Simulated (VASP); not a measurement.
# TaSi2 (P1) in VASP: relaxation of cell and atoms with PBE

Aim: the relaxation of cell and atoms of TaSi2 with PBE.

Everything below comes from runs of VASP 6.6.1. Logs are shortened: lines on timing, memory, paths and dates and some standing lists are left out, and cuts for length are marked.

### Step 1. The cell of the first run

The typed cell holds 6 atoms: a = 2.953 Å, b = 5.217 Å, c = 6.303 Å, α = 89.30°, β = 88.25°, γ = 90.10°.

### Step 2. Relaxation of cell and atoms, PBE

File INCAR:

```
  PREC = Accurate
  ENCUT = 600
  EDIFF = 1E-6
  ISMEAR = 0
  SIGMA = 0.2
  LREAL = F
  LASPH = T
  NELM = 60
  ALGO = Fast
  ISIF = 3
  LWAVE = F
  LCHARG = F
  GGA = PE
  IBRION = 2
  NSW = 80
  EDIFFG = -0.025
```

File KPOINTS:

```
regular mesh
0
Gamma
  8 4 4
```

File POSCAR:

```
TaSi2
1.0
    2.9522725213     -0.0027892883      0.0452350966
   -0.0048311890      5.2165432578      0.0317260827
    0.0960780993      0.0389049360      6.3017007827
Ta Si
2 4
Direct
    0.4991002398      0.1816098517      0.4937512298
   -0.0004145358      0.6692235079      0.5080601061
   -0.0287272294      0.3146410557      0.1908004301
    0.5234326439      0.8383072125      0.1825431207
   -0.0002079570      0.3255834325      0.8076701307
    0.5068168386      0.8373016063      0.8171749826
```

Potentials or basis: VASP PAW PBE potentials, release 64 (Ta_pv, Si).

The run is started by

```sh
> cat potpaw_PBE.64/Ta_pv/POTCAR potpaw_PBE.64/Si/POTCAR > POTCAR
> mpirun -np 1 vasp_std > vasp.out
```

OUTCAR:

```text
PREC = Accurate
   ENCUT = 600
   EDIFF = 1E-6
   ISMEAR = 0
   LREAL = F
   LASPH = T
   NELM = 60
   ISIF = 3
   GGA = PE
   IBRION = 2
   NSW = 80
   EDIFFG = -0.025

 ion  position               nearest neighbor table
   1  0.499  0.182  0.494-   3 2.42   5 2.55   3 2.59   5 2.62   4 2.67   6 2.70   2 2.94   2 2.94
                             2 3.05   2 3.06
   2  1.000  0.669  0.508-   6 2.56   5 2.59   6 2.65   4 2.66   4 2.67   3 2.74   1 2.94   1 2.94
                             1 3.05   1 3.06
   3  0.971  0.315  0.191-   5 2.41   1 2.42   1 2.59   2 2.74   4 2.81   4 2.97   4 3.04
   4  0.523  0.838  0.183-   6 2.30   2 2.66   2 2.67   1 2.67   3 2.81   3 2.97   3 3.04
   5  1.000  0.326  0.808-   3 2.41   1 2.55   2 2.59   1 2.62   6 2.93   6 2.96   6 3.04   6 3.06

   6  0.507  0.837  0.817-   4 2.30   2 2.56   2 2.65   1 2.70   5 2.93   5 2.96   5 3.04   5 3.06

  LATTYP: Found a triclinic cell.
 ALAT       =     6.8777138546
 B/A-ratio  =     0.4293025895
 C/A-ratio  =     0.7584848804
 COS(alpha) =     0.0017774926
 COS(beta)  =     0.0119790638
 COS(gamma) =     0.4013028616

  Lattice vectors:

 A1 = (   2.8561944220,  -0.0416942243,  -6.2564656861)
 A2 = (   2.9522725213,  -0.0027892883,   0.0452350966)
 A3 = (   0.0048311890,  -5.2165432578,  -0.0317260827)

Analysis of symmetry for initial positions (statically):
=====================================================================
 Subroutine PRICEL returns:
 Original cell was already a primitive cell.

 Routine SETGRP: Setting up the symmetry group for a
 triclinic supercell.

 Subroutine GETGRP returns: Found  1 space group operations
 (whereof  1 operations were pure point group operations)
 out of a pool of  2 trial point group operations.

The static configuration has the point symmetry C_1 .

Analysis of symmetry for dynamics (positions and initial velocities):
=====================================================================
 Subroutine PRICEL returns:
 Original cell was already a primitive cell.

 Routine SETGRP: Setting up the symmetry group for a
 triclinic supercell.

 Subroutine GETGRP returns: Found  1 space group operations
 (whereof  1 operations were pure point group operations)
 out of a pool of  2 trial point group operations.
[... 126 lines left out ...]
   IALGO  =     68    algorithm
   IMIX   =      4    mixing-type and parameters
     AMIX     =   0.40;   BMIX     =  1.00
     AMIX_MAG =   1.60;   BMIX_MAG =  1.00
  volume/ion in A,a.u.               =      16.17       109.12
  Fermi-wavevector in a.u.,A,eV,Ry     =   1.197778  2.263473 19.519908  1.434673
  Thomas-Fermi vector in A             =   2.333684
   LORBIT       =      0    0 simple, 1 ext, 2 COOP (PROOUT), +10 PAW based schemes
   GGA     = PE    functional components
   LHFCALC =     F    Hartree Fock is set to
   AEXX    =    0.0000 exact exchange contribution
   IVDW    =     0    specifies the selected vdW correction
   LEPSILON=     F    determine dielectric tensor
   LRPA    =     F    only Hartree local field effects (RPA)
 conjugate gradient relaxation of ions
 non-spin polarized calculation
 RMM-DIIS sequential band-by-band and
 Gauss-broadening in eV      SIGMA  =   0.20
  energy-cutoff  :      600.00
  volume of cell :       97.02
 maximum number of plane-waves:      3270
   NGX = 11   NGY = 21   NGZ = 25

--------------------------------------- Ionic step        1  -------------------------------------------

 number of electron      38.0000002 magnetization

 Free energy of the ion-electron system (eV)
  ---------------------------------------------------
  ext. energy  EPLUGINS =         0.00000000
  ---------------------------------------------------
  free energy    TOTEN  =       -45.20401218 eV

  energy without entropy =      -45.14313530  energy(sigma->0) =      -45.17357374

------------------------ aborting loop because EDIFF is reached ----------------------------------------

  FORCE on cell =-STRESS in cart. coord.  units (eV):
  Direction    XX          YY          ZZ          XY          YZ          ZX
  --------------------------------------------------------------------------------------
  -------------------------------------------------------------------------------------
  Total        2.4286760      2.7681404      3.2819274     -0.1243789     -0.8738466     -2.8834334
  in kB       40.1052626     45.7109122     54.1951915     -2.0538956    -14.4300219    -47.6147708
  external PRESSURE =      46.6704554 kB  Pullay stress =       0.0000000 kB
[... 101 lines left out ...]
  FREE ENERGIE OF THE ION-ELECTRON SYSTEM (eV)
  ---------------------------------------------------
  free  energy   TOTEN  =       -45.4183016047 eV

  energy  without entropy=      -45.3545106839  energy(sigma->0) =      -45.38640614

[... ionic steps 4 to 20 ...]

--------------------------------------- Ionic step       21  -------------------------------------------

 number of electron      37.9999998 magnetization

------------------------ aborting loop because EDIFF is reached ----------------------------------------
[... 75 lines left out ...]
--------------------------------------- Ionic step       23  -------------------------------------------

 number of electron      37.9999998 magnetization

 Free energy of the ion-electron system (eV)
  ---------------------------------------------------
  ext. energy  EPLUGINS =         0.00000000
  ---------------------------------------------------
  free energy    TOTEN  =       -45.57321726 eV

  energy without entropy =      -45.52394989  energy(sigma->0) =      -45.54858358

 E-fermi :   7.8640     XC(G=0): -11.3987

 val. band max:        7.8590569254   @ k =  -0.1250   0.2500   0.0000
 cond. band min:       7.8694803418   @ k =   0.1250   0.5000   0.5000
 fundamental gap:      0.0104234165
 Fermi energy:         7.8640427033

 k-point     1 :       0.0000    0.0000    0.0000
  band No.  band energies     occupation
      1     -26.8368      2.00000
      2     -26.5660      2.00000
      3     -26.4413      2.00000
      4     -26.1642      2.00000
      5     -26.1283      2.00000
      6     -25.9880      2.00000
[... 613 lines left out ...]
     22       8.8605      0.00000
     23       9.6232      0.00000

 [... further k-points ...]

------------------------ aborting loop because EDIFF is reached ----------------------------------------

  FORCE on cell =-STRESS in cart. coord.  units (eV):
  Direction    XX          YY          ZZ          XY          YZ          ZX
  --------------------------------------------------------------------------------------
  -------------------------------------------------------------------------------------
  Total       -0.0210159      0.0104319      0.0119355     -0.0139660     -0.0099107      0.0057408
  in kB       -0.3402812      0.1689094      0.1932543     -0.2261323     -0.1604695      0.0929526
  external PRESSURE =       0.0072941 kB  Pullay stress =       0.0000000 kB
[... 21 lines left out ...]
  FREE ENERGIE OF THE ION-ELECTRON SYSTEM (eV)
  ---------------------------------------------------
  free  energy   TOTEN  =       -45.5732172644 eV

  energy  without entropy=      -45.5239498944  energy(sigma->0) =      -45.54858358

 reached required accuracy - stopping structural energy minimisation
```

OSZICAR:

```text
N       E                     dE             d eps       ncg     rms          rms(c)
DAV:   1     0.259384627038E+03    0.25938E+03   -0.20975E+04  3128   0.173E+03
DAV:   2    -0.341649540082E+02   -0.29355E+03   -0.29005E+03  3623   0.387E+02
DAV:   3    -0.464216352318E+02   -0.12257E+02   -0.12002E+02  4145   0.645E+01
DAV:   4    -0.466454807630E+02   -0.22385E+00   -0.22276E+00  3788   0.924E+00
[... 226 lines left out ...]
DAV:   1    -0.455732195703E+02   -0.10831E-03   -0.56585E-03  3310   0.546E-01    0.314E-02
RMM:   2    -0.455732188685E+02    0.70173E-06   -0.23347E-04  3181   0.130E-01    0.151E-02
RMM:   3    -0.455732162784E+02    0.25902E-05   -0.48853E-05  3193   0.527E-02    0.528E-03
RMM:   4    -0.455732171569E+02   -0.87855E-06   -0.10160E-05  3198   0.199E-02    0.371E-03
RMM:   5    -0.455732172644E+02   -0.10748E-06   -0.17213E-06  1916   0.900E-03
  23 F= -.45573217E+02 E0= -.45548584E+02  d E =-.105452E-03
```

Wall time 52 min (1 thread of Oxide Virtual Turin-like, shared host); peak memory 0.3 GiB.

What came out:

- Free energy: -45.5732 eV
- Relaxed volume: 16.49 Å³/atom
- Relaxed cell: a = 2.952 Å, b = 5.331 Å, c = 6.314 Å, α = 90.01°, β = 90.00°, γ = 95.14°
- Space group after relaxing (to 0.1 Å): Amm2 (No. 38)
- Energy gained by relaxing: 61.5 meV/atom
- Ionic steps: 23
- Pressure after relaxing: 0.0 GPa
- Largest force after relaxing: 0.024 eV/Å
- Band gap on the k mesh: zero (bands 19 and 20 overlap by 2.77 eV)

Forces on the atoms (eV/Å):
```
Ta   0.011 -0.003 -0.005
Ta  -0.006  0.000 -0.003
Si   0.016  0.002  0.001
Si  -0.022  0.007 -0.006
Si   0.004  0.000  0.009
Si  -0.003 -0.005  0.004
```

Step by step:
```tsv
step	energy change (eV)	largest force (eV/Å)	pressure (GPa)	volume (Å³)
1	0.0000	1.9847	4.67	97.02
2	-0.0901	0.9394	-7.13	103.73
3	-0.2143	0.4036	-2.70	100.66
4	-0.2437	0.4891	1.86	97.91
5	-0.2509	0.3951	0.38	98.73
6	-0.2739	0.2689	0.49	98.59
7	-0.3032	0.7660	1.09	98.14
8	-0.3044	0.5501	0.91	98.25
9	-0.3167	0.5793	0.61	98.43
10	-0.3321	0.6431	-0.05	98.88
11	-0.3418	0.4738	0.00	98.86
12	-0.3536	0.2143	0.21	98.79
13	-0.3582	0.1604	-0.02	98.92
14	-0.3631	0.1734	-0.55	99.21
15	-0.3667	0.1177	0.12	98.83
16	-0.3672	0.0921	0.46	98.64
17	-0.3687	0.0447	0.06	98.90
18	-0.3688	0.0484	-0.01	98.94
19	-0.3690	0.0354	-0.02	98.95
20	-0.3691	0.0277	-0.02	98.96
21	-0.3690	0.0424	-0.01	98.98
22	-0.3691	0.0277	-0.02	98.97
23	-0.3692	0.0239	0.00	98.95
```

Final structure:
```
Ta Si
1.0
     2.94870   -0.13154    0.00000
    -0.24024    5.32590   -0.00032
     0.00046   -0.00017    6.31352
Ta Si
2 4
Direct
  0.48224 0.16341 0.50007
  0.98998 0.66355 0.50001
  0.99643 0.33463 0.18459
  0.51775 0.83482 0.18515
  0.99905 0.33509 0.81524
  0.51455 0.83516 0.81494
```

Levels at points of the mesh, in eV from the Fermi level:
| k point | band 16 | band 17 | band 18 | band 19 | band 20 | band 21 | band 22 | band 23 |
| --- | --- | --- | --- | --- | --- | --- | --- | --- |
| (0.00, 0.00, 0.00) | -1.55 | -0.88 | 0.67 | 0.95 | 0.98 | 1.76 | 2.17 | 2.46 |
| (0.50, 0.00, 0.00) | -2.83 | -2.33 | -2.16 | -1.10 | -0.93 | -0.51 | -0.40 | 1.80 |
| (0.00, 0.50, 0.00) | -1.54 | -1.14 | -1.12 | 1.34 | 1.37 | 1.38 | 1.38 | 1.94 |
| (0.50, 0.50, 0.00) | -3.02 | -1.65 | -0.83 | -0.73 | 0.81 | 0.94 | 1.08 | 1.15 |
| (0.00, 0.00, 0.50) | -2.62 | -0.87 | 0.46 | 1.00 | 1.66 | 2.50 | 2.54 | 2.89 |
| (0.50, 0.00, 0.50) | -3.50 | -1.86 | -1.69 | -1.56 | -1.43 | 0.43 | 0.49 | 1.25 |
| (0.00, 0.50, 0.50) | -1.76 | -1.24 | -1.21 | 1.15 | 1.20 | 1.98 | 2.01 | 2.07 |
| (0.50, 0.50, 0.50) | -2.92 | -2.66 | -2.34 | -1.08 | 0.62 | 2.75 | 2.90 | 2.93 |

Caveat: spin-orbit coupling is left out, which moves the levels of the heavy elements.
